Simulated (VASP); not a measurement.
# Na (P-1) in VASP: further runs, part 2 of 2

VASP 6.6.1. The steps go on from the part before.

## (3) Single point, LDA

This run uses another cell than the first one, of 39.65 Å³/atom.

Input file INCAR:

```
SYSTEM = Na
PREC     = Accurate       ! precision mode
ENCUT    = 520            ! plane-wave cutoff, eV
EDIFF    = 1E-6           ! SCF threshold, eV
ISMEAR   = -1             ! smearing method
SIGMA    = 0.1            ! smearing width, eV
LREAL    = .FALSE.        ! projectors in reciprocal space
LASPH    = .TRUE.         ! aspherical terms in the spheres
NELM     = 80             ! most SCF steps
ALGO     = Normal         ! electronic algorithm
ISIF     = 2              ! what is computed and relaxed
LWAVE    = .FALSE.        ! write WAVECAR
LCHARG   = .FALSE.        ! write CHGCAR
NBANDS   = 10             ! bands
```

Input file KPOINTS:

```
Automatic mesh
0
G
  6 7 7
  0 0 0
```

Input file POSCAR:

```
Na
1.0
   -1.9160628345      1.9063867612      2.7644120551
    1.7754893232     -1.9031413702      2.6614309899
    1.9912176766      1.9782861957     -2.7620881948
Na
1
Direct
    0.0000000000      0.0000000000      0.0000000000
```

Potentials or basis: VASP PAW LDA potentials, release 64 (Na_pv).

Run with:

```console
cat potpaw_LDA.64/Na_pv/POTCAR > POTCAR
mpirun -np 1 vasp_std > vasp.out
```

OUTCAR:

```text
SYSTEM = Na
   PREC = Accurate
   ENCUT = 520
   EDIFF = 1E-6
   ISMEAR = -1
   LREAL = .FALSE.
   LASPH = .TRUE.
   NELM = 80
   ISIF = 2

 ion  position               nearest neighbor table
   1  0.000  0.000  0.000-

  LATTYP: Found a triclinic cell.
 ALAT       =     6.6768362658
 B/A-ratio  =     0.5819223987
 C/A-ratio  =     0.8129096615
 COS(alpha) =     0.0006947530
 COS(beta)  =     0.4218986944
 COS(gamma) =     0.8620881686

  Lattice vectors:

 A1 = (   1.8409079924,  -5.7910597181,  -2.7667359154)
 A2 = (  -0.0751548421,  -3.8846729569,  -0.0023238603)
 A3 = (   0.1405735113,  -0.0032453910,  -5.4258430450)

Analysis of symmetry for initial positions (statically):
=====================================================================
 Subroutine PRICEL returns:
 Original cell was already a primitive cell.

 Routine SETGRP: Setting up the symmetry group for a
 triclinic supercell.

 Subroutine GETGRP returns: Found  2 space group operations
 (whereof  2 operations were pure point group operations)
 out of a pool of  2 trial point group operations.

The static configuration has the point symmetry S_2 .

Analysis of symmetry for dynamics (positions and initial velocities):
=====================================================================
 Subroutine PRICEL returns:
 Original cell was already a primitive cell.

 Routine SETGRP: Setting up the symmetry group for a
 triclinic supercell.

 Subroutine GETGRP returns: Found  2 space group operations
 (whereof  2 operations were pure point group operations)
 out of a pool of  2 trial point group operations.

The dynamic configuration has the point symmetry S_2 .

 Subroutine INISYM returns: Found  2 space group operations
 (whereof  2 operations are pure point group operations),
 and found     1 'primitive' translations

----------------------------------------------------------------------------------------

                                     Primitive cell

  volume of cell :      39.6538

  direct lattice vectors                    reciprocal lattice vectors
    -1.916062834  1.906386761  2.764412055    -0.000212537  0.257315882  0.184143740
     1.775489323 -1.903141370  2.661430990     0.270703259 -0.005351612  0.191319776
     1.991217677  1.978286196 -2.762088195     0.260625459  0.252375787  0.006601366

  length of vectors
     3.866210196  3.722569586  3.937981120     0.316418118  0.331530015  0.362853615

  position of ions in fractional coordinates (direct lattice)
     0.000000000  0.000000000  0.000000000

  ion indices of the primitive-cell ions
   primitive index   ion index
                 1           1

----------------------------------------------------------------------------------------

 KPOINTS: Automatic mesh

Automatic generation of k-mesh.
 Grid dimensions read from file:
 generate k-points for:    6    7    7

 Generating k-lattice:

  Cartesian coordinates                     Fractional coordinates (reciprocal lattice)
    -0.000035423  0.042885980  0.030690623     0.166666667  0.000000000  0.000000000
     0.038671894 -0.000764516  0.027331397    -0.000000000  0.142857143  0.000000000
     0.037232208  0.036053684  0.000943052    -0.000000000  0.000000000  0.142857143

  Length of vectors
     0.052736353  0.047361431  0.051836231

  Shift w.r.t. Gamma in fractional coordinates (k-lattice)
     0.000000000  0.000000000  0.000000000

 Subroutine IBZKPT returns following result:
 ===========================================

 Found    148 irreducible k-points:

 Following reciprocal coordinates:
            Coordinates               Weight
  0.000000  0.000000  0.000000      1.000000
  0.166667 -0.000000  0.000000      2.000000
  0.333333  0.000000  0.000000      2.000000
  0.500000  0.000000  0.000000      1.000000
  0.000000  0.142857  0.000000      2.000000
  0.166667  0.142857  0.000000      2.000000
[... 16 lines left out ...]
 -0.000000  0.000000  0.142857      2.000000
  0.166667  0.000000  0.142857      2.000000
 [... further k-points ...]
   k-points           NKPTS =    148   k-points in BZ     NKDIM =    148   number of bands    NBANDS=     10
   number of dos      NEDOS =    301   number of ions     NIONS =      1
   total plane-waves  NPLWV =  25200
   dimension x,y,z NGX =    30 NGY =   28 NGZ =   30
   dimension x,y,z NGXF=    60 NGYF=   56 NGZF=   60
   ions per type =               1
   NGX,Y,Z   is equivalent  to a cutoff of  12.90, 12.50, 12.66 a.u.
   NGXF,Y,Z  is equivalent  to a cutoff of  25.80, 25.01, 25.33 a.u.
 SYSTEM =  Na
   PREC   = accura    normal or accurate (medium, high low for compatibility)
   ISTART =      0    job   : 0-new  1-cont  2-samecut
   ICHARG =      2    charge: 1-file 2-atom 10-const
   ISPIN  =      1    spin polarized calculation?
   LNONCOLLINEAR =      F non collinear calculations
   LSORBIT =      F    spin-orbit coupling
   LASPH  =      T    aspherical Exc in radial PAW
   ENCUT  =  520.0 eV  38.22 Ry    6.18 a.u.   7.19  6.92  7.32*2*pi/ulx,y,z
   NELM   =     80;   NELMIN=  2; NELMDL= -5     # of ELM steps
   EDIFF  = 0.1E-05   stopping-criterion for ELM
   LREAL  =      F    real-space projection
   EDIFFG = 0.1E-04   stopping-criterion for IOM
   NSW    =      0    number of steps for IOM
   IBRION =     -1    ionic relax: 0-MD 1-quasi-New 2-CG
   NFREE  =      0    steps in history (QN), initial steepest desc. (CG)
   ISIF   =      2    stress and relaxation
   ISYM   =      2    0-nonsym 1-usesym 2-fastsym
   POTIM  = 0.5000    time-step for ionic-motion
   TEBEG  =    0.0;   TEEND  =   0.0 temperature during run
   PSTRESS=    0.0 pullay stress
   NELECT =       7.0000    total number of electrons
   NUPDOWN=      -1.0000    fix difference up-down
   EMIN   =  10.00;   EMAX   =-10.00  energy-range for DOS
   EFERMI =   0.00;   METHOD = LEGACY
   ISMEAR =    -1;   SIGMA  =   0.10  broadening in eV -4-tet -1-fermi 0-gaus
   EFERMI_NEDOS =   21; number of points for ismear=-14 and -15
   IALGO  =     38    algorithm
   IMIX   =      4    mixing-type and parameters
     AMIX     =   0.40;   BMIX     =  1.00
     AMIX_MAG =   1.60;   BMIX_MAG =  1.00
  volume/ion in A,a.u.               =      39.65       267.60
  Fermi-wavevector in a.u.,A,eV,Ry     =   0.918359  1.735448 11.474935  0.843384
  Thomas-Fermi vector in A             =   2.043432
   LORBIT       =      0    0 simple, 1 ext, 2 COOP (PROOUT), +10 PAW based schemes
   GGA     = CA    functional components
   LHFCALC =     F    Hartree Fock is set to
   AEXX    =    0.0000 exact exchange contribution
   IVDW    =     0    specifies the selected vdW correction
   LEPSILON=     F    determine dielectric tensor
   LRPA    =     F    only Hartree local field effects (RPA)
 non-spin polarized calculation
  energy-cutoff  :      520.00
  volume of cell :       39.65
 maximum number of plane-waves:      1085
 NGX is ok and might be reduce to    30
   NGX = 15   NGY = 13   NGZ = 15

 number of electron       7.0000001 magnetization

 Free energy of the ion-electron system (eV)
  ---------------------------------------------------
  ext. energy  EPLUGINS =         0.00000000
  ---------------------------------------------------
  free energy    TOTEN  =        -1.44095051 eV

  energy without entropy =       -1.42813650  energy(sigma->0) =       -1.43454350

 E-fermi :  -0.0282     XC(G=0):  -6.5419

 val. band max:       -0.0847626826   @ k =  -0.3333  -0.4286   0.4286
 cond. band min:      -0.0120279085   @ k =   0.5000   0.0000   0.4286
 fundamental gap:      0.0727347741
 Fermi energy:        -0.0282036941

 k-point     1 :       0.0000    0.0000    0.0000
  band No.  band energies     occupation
      1     -25.0211      2.00000
      2     -25.0204      2.00000
      3     -25.0201      2.00000
      4      -3.1637      2.00000
      5      10.2623      0.00000
      6      10.3474      0.00000
      7      11.2567      0.00000
      8      11.4708      0.00000
      9      11.5530      0.00000
     10      11.6409      0.00000
[... 287 lines left out ...]
 k-point    24 :       0.1667    0.0000    0.1429
  band No.  band energies     occupation
      1     -25.0356      2.00000
      2     -25.0249      2.00000
      3     -25.0237      2.00000
      4      -1.8415      2.00000
      5       5.0909      0.00000
      6       8.2513      0.00000
      7       8.8257      0.00000
      8       9.6072      0.00000
      9      11.8006      0.00000
     10      13.5149      0.00000

 [... further k-points ...]

------------------------ aborting loop because EDIFF is reached ----------------------------------------

  FORCE on cell =-STRESS in cart. coord.  units (eV):
  Direction    XX          YY          ZZ          XY          YZ          ZX
  --------------------------------------------------------------------------------------
  -------------------------------------------------------------------------------------
  Total       -0.2583453     -0.3155364     -0.2797280      0.0010571      0.0401071      0.0707644
  in kB      -10.4382222    -12.7489824    -11.3021722      0.0427128      1.6204918      2.8591756
  external PRESSURE =     -11.4964589 kB  Pullay stress =       0.0000000 kB

 VOLUME and BASIS-vectors are now :
 -----------------------------------------------------------------------------
  energy-cutoff  :      520.00
  volume of cell :       39.65
      direct lattice vectors                 reciprocal lattice vectors
    -1.916062834  1.906386761  2.764412055    -0.000212537  0.257315882  0.184143740
     1.775489323 -1.903141370  2.661430990     0.270703259 -0.005351612  0.191319776
     1.991217677  1.978286196 -2.762088195     0.260625459  0.252375787  0.006601366

 POSITION                                       TOTAL-FORCE (eV/Angst)
 -----------------------------------------------------------------------------------
      0.00000      0.00000      0.00000         0.000000      0.000000      0.000000
 -----------------------------------------------------------------------------------
    total drift:                               -0.000000      0.000000      0.000000

  FREE ENERGIE OF THE ION-ELECTRON SYSTEM (eV)
  ---------------------------------------------------
  free  energy   TOTEN  =        -1.4409505055 eV

  energy  without entropy=       -1.4281365022  energy(sigma->0) =       -1.43454350
```

Run time: 26 s. Hardware: 1 thread of Intel Xeon Platinum 8375C at 2.90GHz (Ice Lake), shared host; peak memory 0.17 GiB.

What came out:

```
Free energy            : -1.4410 eV
Pressure               : -1.1 GPa
Band gap on the k mesh : zero (an odd number of electrons rules out a gap without spin polarisation)
```

## (4) Single point, LDA

This run uses another cell than the first one, of 39.26 Å³/atom.

Input file INCAR:

```
SYSTEM = Na
  PREC = Accurate
  ENCUT = 520
  EDIFF = 1E-7
  ISMEAR = -1
  SIGMA = 0.1
  LREAL = .FALSE.
  LASPH = .TRUE.
  NELM = 80
  ALGO = Normal
  ISIF = 2
  LWAVE = .FALSE.
  LCHARG = .FALSE.
  GGA = CA
  NBANDS = 10
```

Input file KPOINTS:

```
regular mesh
0
G
  6 7 7
  0 0 0
```

Input file POSCAR:

```
Na
1.0
   -1.9096865383      1.9000426652      2.7552126125
    1.7695808292     -1.8968080742      2.6525742488
    1.9845912793      1.9717028319     -2.7528964856
Na
1
Direct
    0.0000000000      0.0000000000      0.0000000000
```

Run with:

```console
cat potpaw_LDA.64/Na_pv/POTCAR > POTCAR
mpirun -np 1 vasp_std > vasp.out
```

It took 32 s on 1 thread of Intel Xeon Platinum 8375C at 2.90GHz (Ice Lake), shared host; peak memory 0.17 GiB.

It converged, with:

```yaml
Free_energy: -1.4437 eV
Pressure: -1.1 GPa
Band_gap_on_the_k_mesh: zero (an odd number of electrons rules out a gap without spin polarisation)
```

Stress tensor (GPa, compression positive):
```
-1.00  0.01  0.29
 0.01 -1.24  0.16
 0.29  0.16 -1.09
```

Levels at points of the mesh, in eV from the Fermi level:
| k point | band 1 | band 2 | band 3 | band 4 | band 5 | band 6 |
| --- | --- | --- | --- | --- | --- | --- |
| (0.00, 0.00, 0.00) | -24.98 | -24.98 | -24.98 | -3.16 | 10.35 | 10.43 |
| (0.50, 0.00, 0.00) | -25.01 | -24.99 | -24.99 | 0.52 | 0.77 | 9.43 |

## (5) Overview

| cell | gap on the mesh (eV) | pressure (GPa) |
| --- | --- | --- |
| a = 3.860, b = 3.716, c = 3.931 Å, angles 121.1, 120.3, 88.7°, 1 atom | none | -1.1 |
| a = 3.866, b = 3.723, c = 3.938 Å, angles 121.1, 120.3, 88.7°, 1 atom | none | -1.1 |
| a = 3.853, b = 3.710, c = 3.925 Å, angles 121.1, 120.3, 88.7°, 1 atom | none | -1.1 |

Alike in all rows: task single point; level LDA; potentials or basis VASP PAW LDA potentials, release 64 (Na_pv); no spin polarisation; k mesh 6 × 7 × 7; cutoff (eV) 520; smearing fermi-dirac 0.1 eV.

Absolute energies hang on the potentials; compare differences alone.
